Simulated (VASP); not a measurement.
# BAs2 (P-3m1) in VASP: relaxation of cell and atoms with PBE

Aim: the relaxation of cell and atoms of BAs2 with PBE.

All numbers are computed with VASP 6.6.1; they aren't measurements. Logs are shortened: lines on timing, memory, paths and dates and some standing lists are left out, and cuts for length are marked.

### 1 The cell of the first run

The structure is trigonal, space group P-3m1 (No. 164). The conventional cell has a = 3.387 Å, b = 3.387 Å, c = 4.499 Å, α = 90.00°, β = 90.00°, γ = 120.00°. Within 3.0 Å of B (site symmetry -3m) lie 6 As at 2.29 Å. Within 3.1 Å of As (site symmetry 3m) lie 3 B at 2.29 Å and 6 As at 2.88 to 3.08 Å.

The cell was built from a structure type or drawn by symmetry, and may not be a known phase.

### 2 Relaxation of cell and atoms, PBE

File INCAR:

```
PREC = Accurate ; ENCUT = 600
EDIFF = 1E-6 ; ISMEAR = 0
SIGMA = 0.1 ; LREAL = False
LASPH = True ; NELM = 60
ALGO = Normal ; ISIF = 3
LWAVE = False ; LCHARG = False
GGA = PE ; IBRION = 2
NSW = 100 ; EDIFFG = -0.01
```

File KPOINTS:

```
regular mesh
0
Gamma
  18 18 10
```

File POSCAR:

```
BAs2
1.0
    3.3867066508      0.0000000000      0.0000000000
   -1.6933533254      2.9329739947      0.0000000000
    0.0000000000      0.0000000000      4.4994271656
B As
1 2
Direct
    0.0000000000      0.0000000000      0.0000000000
    0.3333333333      0.6666666667      0.2648396233
    0.6666666667      0.3333333333      0.7351603767
```

Potentials or basis: VASP PAW PBE potentials, release 64 (B, As).

The run is started by

```console
$ cat potpaw_PBE.64/B/POTCAR potpaw_PBE.64/As/POTCAR > POTCAR
$ mpirun -np 1 vasp_std > vasp.out
```

OUTCAR:

```text
PREC = Accurate
   ENCUT = 600
   EDIFF = 1E-6
   ISMEAR = 0
   LREAL = False
   LASPH = True
   NELM = 60
   ISIF = 3
   GGA = PE
   IBRION = 2
   NSW = 100
   EDIFFG = -0.01

 ion  position               nearest neighbor table
   1  0.000  0.000  0.000-   2 2.29   3 2.29   2 2.29   3 2.29   3 2.29   2 2.29
   2  0.333  0.667  0.265-   1 2.29   1 2.29   1 2.29   3 2.88   3 2.88   3 2.88
   3  0.667  0.333  0.735-   1 2.29   1 2.29   1 2.29   2 2.88   2 2.88   2 2.88

  LATTYP: Found a hexagonal cell.
 ALAT       =     3.3867066508
 C/A-ratio  =     1.3285553281

  Lattice vectors:

 A1 = (   3.3867066508,   0.0000000000,   0.0000000000)
 A2 = (  -1.6933533254,   2.9329739947,   0.0000000000)
 A3 = (   0.0000000000,   0.0000000000,   4.4994271656)

Analysis of symmetry for initial positions (statically):
=====================================================================
 Subroutine PRICEL returns:
 Original cell was already a primitive cell.

 Routine SETGRP: Setting up the symmetry group for a
 hexagonal supercell.

 Subroutine GETGRP returns: Found 12 space group operations
 (whereof 12 operations were pure point group operations)
 out of a pool of 24 trial point group operations.

The static configuration has the point symmetry D_3d.

Analysis of symmetry for dynamics (positions and initial velocities):
=====================================================================
 Subroutine PRICEL returns:
 Original cell was already a primitive cell.

 Routine SETGRP: Setting up the symmetry group for a
 hexagonal supercell.

 Subroutine GETGRP returns: Found 12 space group operations
 (whereof 12 operations were pure point group operations)
 out of a pool of 24 trial point group operations.

The dynamic configuration has the point symmetry D_3d.

 Subroutine INISYM returns: Found 12 space group operations
 (whereof 12 operations are pure point group operations),
 and found     1 'primitive' translations

----------------------------------------------------------------------------------------

                                     Primitive cell

  volume of cell :      44.6934

  direct lattice vectors                    reciprocal lattice vectors
     3.386706651  0.000000000  0.000000000     0.295272104  0.170475429  0.000000000
    -1.693353325  2.932973995  0.000000000     0.000000000  0.340950858  0.000000000
     0.000000000  0.000000000  4.499427166     0.000000000  0.000000000  0.222250514

  length of vectors
     3.386706651  3.386706651  4.499427166     0.340950858  0.340950858  0.222250514

  position of ions in fractional coordinates (direct lattice)
     0.000000000  0.000000000  0.000000000
     0.333333333  0.666666667  0.264839623
     0.666666667  0.333333333  0.735160377

  ion indices of the primitive-cell ions
   primitive index   ion index
                 1           1
                 2           2
                 3           3

----------------------------------------------------------------------------------------

 KPOINTS: regular mesh

Automatic generation of k-mesh.
 Grid dimensions read from file:
 generate k-points for:   18   18   10

 Generating k-lattice:

  Cartesian coordinates                     Fractional coordinates (reciprocal lattice)
     0.016404006  0.009470857  0.000000000     0.055555556  0.000000000  0.000000000
     0.000000000  0.018941714  0.000000000     0.000000000  0.055555556  0.000000000
     0.000000000  0.000000000  0.022225051     0.000000000  0.000000000  0.100000000

  Length of vectors
     0.018941714  0.018941714  0.022225051

  Shift w.r.t. Gamma in fractional coordinates (k-lattice)
     0.000000000  0.000000000  0.000000000

 Subroutine IBZKPT returns following result:
 ===========================================

 Found    330 irreducible k-points:

 Following reciprocal coordinates:
            Coordinates               Weight
  0.000000  0.000000  0.000000      1.000000
  0.055556 -0.000000  0.000000      6.000000
  0.111111 -0.000000  0.000000      6.000000
  0.166667  0.000000  0.000000      6.000000
  0.222222  0.000000  0.000000      6.000000
  0.277778  0.000000  0.000000      6.000000
[... 16 lines left out ...]
  0.333333  0.111111  0.000000     12.000000
  0.388889  0.111111  0.000000     12.000000
 [... further k-points ...]
   k-points           NKPTS =    330   k-points in BZ     NKDIM =    330   number of bands    NBANDS=     10
   number of dos      NEDOS =    301   number of ions     NIONS =      3
   total plane-waves  NPLWV =  28224
   dimension x,y,z NGX =    28 NGY =   28 NGZ =   36
   dimension x,y,z NGXF=    56 NGYF=   56 NGZF=   72
   ions per type =               1   2
   NGX,Y,Z   is equivalent  to a cutoff of  13.74, 13.74, 13.30 a.u.
   NGXF,Y,Z  is equivalent  to a cutoff of  27.49, 27.49, 26.60 a.u.
 SYSTEM =  unknown system
   PREC   = accura    normal or accurate (medium, high low for compatibility)
   ISTART =      0    job   : 0-new  1-cont  2-samecut
   ICHARG =      2    charge: 1-file 2-atom 10-const
   ISPIN  =      1    spin polarized calculation?
   LNONCOLLINEAR =      F non collinear calculations
   LSORBIT =      F    spin-orbit coupling
   LASPH  =      T    aspherical Exc in radial PAW
   ENCUT  =  600.0 eV  44.10 Ry    6.64 a.u.   6.76  6.76  8.99*2*pi/ulx,y,z
   NELM   =     60;   NELMIN=  2; NELMDL= -5     # of ELM steps
   EDIFF  = 0.1E-05   stopping-criterion for ELM
   LREAL  =      F    real-space projection
   EDIFFG = -.1E-01   stopping-criterion for IOM
   NSW    =    100    number of steps for IOM
   IBRION =      2    ionic relax: 0-MD 1-quasi-New 2-CG
   NFREE  =      1    steps in history (QN), initial steepest desc. (CG)
   ISIF   =      3    stress and relaxation
   ISYM   =      2    0-nonsym 1-usesym 2-fastsym
   POTIM  = 0.5000    time-step for ionic-motion
   TEBEG  =    0.0;   TEEND  =   0.0 temperature during run
   PSTRESS=    0.0 pullay stress
   NELECT =      13.0000    total number of electrons
   NUPDOWN=      -1.0000    fix difference up-down
   EMIN   =  10.00;   EMAX   =-10.00  energy-range for DOS
   EFERMI =   0.00;   METHOD = LEGACY
   ISMEAR =     0;   SIGMA  =   0.10  broadening in eV -4-tet -1-fermi 0-gaus
   EFERMI_NEDOS =   21; number of points for ismear=-14 and -15
   IALGO  =     38    algorithm
   IMIX   =      4    mixing-type and parameters
     AMIX     =   0.40;   BMIX     =  1.00
     AMIX_MAG =   1.60;   BMIX_MAG =  1.00
  volume/ion in A,a.u.               =      14.90       100.54
  Fermi-wavevector in a.u.,A,eV,Ry     =   1.084697  2.049779 16.008162  1.176567
  Thomas-Fermi vector in A             =   2.220793
   LORBIT       =      0    0 simple, 1 ext, 2 COOP (PROOUT), +10 PAW based schemes
   GGA     = PE    functional components
   LHFCALC =     F    Hartree Fock is set to
   AEXX    =    0.0000 exact exchange contribution
   IVDW    =     0    specifies the selected vdW correction
   LEPSILON=     F    determine dielectric tensor
   LRPA    =     F    only Hartree local field effects (RPA)
 conjugate gradient relaxation of ions
 non-spin polarized calculation
 Gauss-broadening in eV      SIGMA  =   0.10
  energy-cutoff  :      600.00
  volume of cell :       44.69
 maximum number of plane-waves:      1518
   NGX = 13   NGY = 13   NGZ = 17

--------------------------------------- Ionic step        1  -------------------------------------------

 number of electron      13.0000000 magnetization

 Free energy of the ion-electron system (eV)
  ---------------------------------------------------
  ext. energy  EPLUGINS =         0.00000000
  ---------------------------------------------------
  free energy    TOTEN  =       -14.37749643 eV

  energy without entropy =      -14.37165923  energy(sigma->0) =      -14.37457783

------------------------ aborting loop because EDIFF is reached ----------------------------------------

  FORCE on cell =-STRESS in cart. coord.  units (eV):
  Direction    XX          YY          ZZ          XY          YZ          ZX
  --------------------------------------------------------------------------------------
  -------------------------------------------------------------------------------------
  Total       -0.3971662     -0.3971662      0.7010308      0.0000000      0.0000000      0.0000000
  in kB      -14.2377002    -14.2377002     25.1307059      0.0000000      0.0000000      0.0000000
  external PRESSURE =      -1.1148982 kB  Pullay stress =       0.0000000 kB
[... 92 lines left out ...]
  FREE ENERGIE OF THE ION-ELECTRON SYSTEM (eV)
  ---------------------------------------------------
  free  energy   TOTEN  =       -14.3889598241 eV

  energy  without entropy=      -14.3829896978  energy(sigma->0) =      -14.38597476

[... ionic steps 4 to 8 ...]

--------------------------------------- Ionic step        9  -------------------------------------------

 number of electron      13.0000000 magnetization

------------------------ aborting loop because EDIFF is reached ----------------------------------------

  FORCE on cell =-STRESS in cart. coord.  units (eV):
  Direction    XX          YY          ZZ          XY          YZ          ZX
  --------------------------------------------------------------------------------------
  -------------------------------------------------------------------------------------
  Total       -0.0626970     -0.0626970      0.0125850     -0.0000000      0.0000000      0.0000000
  in kB       -2.2276802     -2.2276802      0.4471576     -0.0000000      0.0000000      0.0000000
  external PRESSURE =      -1.3360676 kB  Pullay stress =       0.0000000 kB
[... 59 lines left out ...]
  energy  without entropy=      -14.3886846750  energy(sigma->0) =      -14.39161155

--------------------------------------- Ionic step       11  -------------------------------------------

 number of electron      13.0000000 magnetization

 Free energy of the ion-electron system (eV)
  ---------------------------------------------------
  ext. energy  EPLUGINS =         0.00000000
  ---------------------------------------------------
  free energy    TOTEN  =       -14.39457913 eV

  energy without entropy =      -14.38863259  energy(sigma->0) =      -14.39160586

 E-fermi :   6.6549     XC(G=0): -10.9088

 val. band max:        6.6487735802   @ k =  -0.0556   0.3333   0.1000
 cond. band min:       6.6620891887   @ k =   0.3333   0.2222   0.3000
 fundamental gap:      0.0133156085
 Fermi energy:         6.6549066435

 k-point     1 :       0.0000    0.0000    0.0000
  band No.  band energies     occupation
      1      -8.8802      2.00000
      2      -3.7216      2.00000
      3      -0.7326      2.00000
      4       6.2303      2.00000
      5       6.2303      2.00000
      6       7.4517      0.00000
      7       7.4517      0.00000
      8       9.9007      0.00000
      9      10.6097      0.00000
     10      12.0904      0.00000
[... 287 lines left out ...]
 k-point    24 :       0.3889    0.1111    0.0000
  band No.  band energies     occupation
      1      -5.7890      2.00000
      2      -3.9619      2.00000
      3      -0.2058      2.00000
      4       1.9797      2.00000
      5       2.5002      2.00000
      6       3.2810      2.00000
      7       5.0910      2.00000
      8       7.6084      0.00000
      9       9.3263      0.00000
     10      10.4079      0.00000

 [... further k-points ...]
[... 5 lines left out ...]
  --------------------------------------------------------------------------------------
  -------------------------------------------------------------------------------------
  Total       -0.0032121     -0.0032121     -0.0093774      0.0000000      0.0000000      0.0000000
  in kB       -0.1141373     -0.1141373     -0.3332071      0.0000000      0.0000000      0.0000000
  external PRESSURE =      -0.1871606 kB  Pullay stress =       0.0000000 kB
[... 18 lines left out ...]
  FREE ENERGIE OF THE ION-ELECTRON SYSTEM (eV)
  ---------------------------------------------------
  free  energy   TOTEN  =       -14.3945791267 eV

  energy  without entropy=      -14.3886325895  energy(sigma->0) =      -14.39160586

 reached required accuracy - stopping structural energy minimisation
```

Wall time 4.3 min (1 thread of Intel Xeon 6975P-C (Granite Rapids), shared host); peak memory 0.34 GiB.

Results:

```yaml
Free_energy: -14.3946 eV
Relaxed_volume: 15.03 Å³/atom
Relaxed_cell: a = 3.333 Å, b = 3.333 Å, c = 4.685 Å, α = 90.00°, β = 90.00°, γ = 120.00°
Space_group_after_relaxing_to_0.1_Å: P-3m1 (No. 164)
Energy_gained_by_relaxing: 5.7 meV/atom
Ionic_steps: 11
Pressure_after_relaxing: 0.0 GPa
Largest_force_after_relaxing: 0.007 eV/Å
Band_gap_on_the_k_mesh: zero (an odd number of electrons rules out a gap without spin polarisation)
```

Forces in eV/Å, atoms in the order of the input:
```
B    0.000  0.000  0.000
As   0.000  0.000 -0.007
As   0.000  0.000  0.007
```

The path:
| step | energy change (eV) | largest force (eV/Å) | pressure (GPa) | volume (Å³) |
| --- | --- | --- | --- | --- |
| 1 | 0.0000 | 0.0554 | -0.11 | 44.69 |
| 2 | -0.0095 | 0.0747 | -0.05 | 44.62 |
| 3 | -0.0115 | 0.1733 | 0.01 | 44.57 |
| 4 | -0.0142 | 0.0895 | 0.37 | 44.56 |
| 5 | -0.0154 | 0.0214 | 0.89 | 44.54 |
| 6 | -0.0168 | 0.0107 | 0.21 | 44.89 |
| 7 | -0.0170 | 0.0051 | -0.08 | 45.06 |
| 8 | -0.0170 | 0.0049 | -0.08 | 45.07 |
| 9 | -0.0170 | 0.0040 | -0.13 | 45.09 |
| 10 | -0.0170 | 0.0002 | -0.09 | 45.09 |
| 11 | -0.0171 | 0.0065 | -0.02 | 45.09 |

Final structure:
```cif
data_structure
_symmetry_space_group_name_H-M 'P 1'
_symmetry_Int_Tables_number 1
_cell_length_a 3.3335
_cell_length_b 3.3335
_cell_length_c 4.6855
_cell_angle_alpha 90.000
_cell_angle_beta 90.000
_cell_angle_gamma 120.000
_cell_volume 45.09
loop_
_atom_site_label
_atom_site_type_symbol
_atom_site_fract_x
_atom_site_fract_y
_atom_site_fract_z
_atom_site_occupancy
B1 B 0.00000 0.00000 0.00000 1
As1 As 0.33333 0.66667 0.25920 1
As2 As 0.66667 0.33333 0.74080 1
```

Levels at points of the mesh, in eV from the Fermi level:
| k point | band 4 | band 5 | band 6 | band 7 | band 8 | band 9 |
| --- | --- | --- | --- | --- | --- | --- |
| (0.00, 0.00, 0.00) | -0.42 | -0.42 | 0.80 | 0.80 | 3.25 | 3.95 |
| (0.50, 0.00, 0.00) | -4.71 | -4.04 | -3.55 | -1.97 | 1.94 | 2.40 |
| (0.00, 0.00, 0.50) | -1.37 | -0.45 | -0.45 | 1.71 | 1.71 | 3.94 |
| (0.50, 0.00, 0.50) | -7.05 | -2.92 | -0.48 | -0.30 | -0.10 | 3.71 |
